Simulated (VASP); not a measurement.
## Te2Mo: single point with LDA

The system is Te2Mo.

```
CELL_PARAMETERS angstrom
3.51820 0.00000 0.00000
-1.75910 3.04685 0.00000
0.00000 0.00000 13.97360
ATOMIC_POSITIONS crystal
Te 0.66667 0.33333 0.37900
Te 0.33333 0.66667 0.87900
Te 0.66667 0.33333 0.12100
Te 0.33333 0.66667 0.62100
Mo 0.66667 0.33333 0.75000
Mo 0.33333 0.66667 0.25000
```

```yaml
Program: VASP 6.6.1
Task: single point
Functional: LDA
Potentials_or_basis: VASP PAW LDA potentials, release 64 (Te, Mo_sv)
Cutoff: 520 eV
k_mesh: 9 × 9 × 2
Occupations: fermi-dirac, width 0.05 eV
Spin: no spin polarisation
```

```yaml
Pressure: -2.8 GPa
Largest_force: 0.240 eV/Å
Band_gap_on_the_k_mesh: 0.75 eV (least direct gap 1.03 eV)
```

Forces in eV/Å, atoms in the order of the input:
```
Te   0.000  0.000 -0.240
Te   0.000  0.000 -0.240
Te   0.000  0.000  0.240
Te   0.000  0.000  0.240
Mo   0.000  0.000  0.000
Mo   0.000  0.000  0.000
```

Stress tensor (GPa, compression positive):
```
-2.88  0.00  0.00
 0.00 -2.88  0.00
 0.00  0.00 -2.66
```

Levels at points of the mesh, in eV from the valence-band top:
| k point | band 24 | band 25 | band 26 | band 27 | band 28 | band 29 |
| --- | --- | --- | --- | --- | --- | --- |
| (0.00, 0.00, 0.00) | -1.03 | -0.31 | 0.00 | 2.88 | 2.88 | 3.01 |
| (0.00, 0.00, 0.50) | -1.05 | -0.08 | -0.08 | 2.92 | 2.92 | 2.92 |

Run time: 3.7 min on 1 thread of Intel Xeon 8259CL, on a shared host, peak memory 0.29 GiB.

Caveat: spin-orbit coupling is left out, which moves the levels of the heavy elements; an odd mesh through Γ misses points on the zone boundary, where band edges can lie.
